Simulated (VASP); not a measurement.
Wanted: the native input for a VASP 6.6.1 run.

```
Task                   : single point
Functional             : BLYP
Potentials or basis    : VASP PAW PBE potentials, release 64 (W_sv)
Cutoff                 : 520 eV
k mesh                 : 11 × 11 × 11
Occupations            : fermi-dirac, width 0.05 eV
Spin                   : no spin polarisation
Dipole correction      : no
Further INCAR settings : ALGO = Normal; EDIFF = 1e-07; NBANDS = 13
```

The structure of W lies in POSCAR:

```
W
1.0
    0.0000000000      2.0419137403      2.0419137403
    2.0419137403      0.0000000000      2.0419137403
    2.0419137403      2.0419137403      0.0000000000
W
1
Direct
    0.0000000000      0.0000000000      0.0000000000
```

The input as run:

INCAR

```
SYSTEM = W
AGGAC = 1.0 ; AGGAX = 1.0
ALDAC = 0.0 ; ALDAX = 1.0
ALGO = Normal ; EDIFF = 1E-7
ENCUT = 520 ; GGA = B5
ISIF = 2 ; ISMEAR = -1
LASPH = .TRUE. ; LCHARG = .FALSE.
LREAL = .FALSE. ; LWAVE = .FALSE.
NBANDS = 13 ; NELM = 80
PREC = Accurate ; SIGMA = 0.05
```

KPOINTS

```
k-points
0
G
  11 11 11
  0 0 0
```

Potentials or basis: VASP PAW PBE potentials, release 64 (W_sv).

The run is started by

```bash
$ cat potpaw_PBE.64/W_sv/POTCAR > POTCAR
$ mpirun -np 1 vasp_std > vasp.out
```

Results of the run:

```yaml
Pressure: 1.5 GPa
Band_gap_on_the_k_mesh: zero (band 7 reaches 13.26 eV, above the bottom of band 8 at 9.96 eV)
```

Caveat: the PAW data sets were made with another functional, which shifts forces and pressure a little; spin-orbit coupling is left out, which moves the levels of the heavy elements.

It took 12 s on 1 thread of Intel(R) Xeon(R) Platinum 8259CL CPU @ 2.50GHz (Skylake/Cascade Lake), on a shared host, peak memory 0.14 GiB.
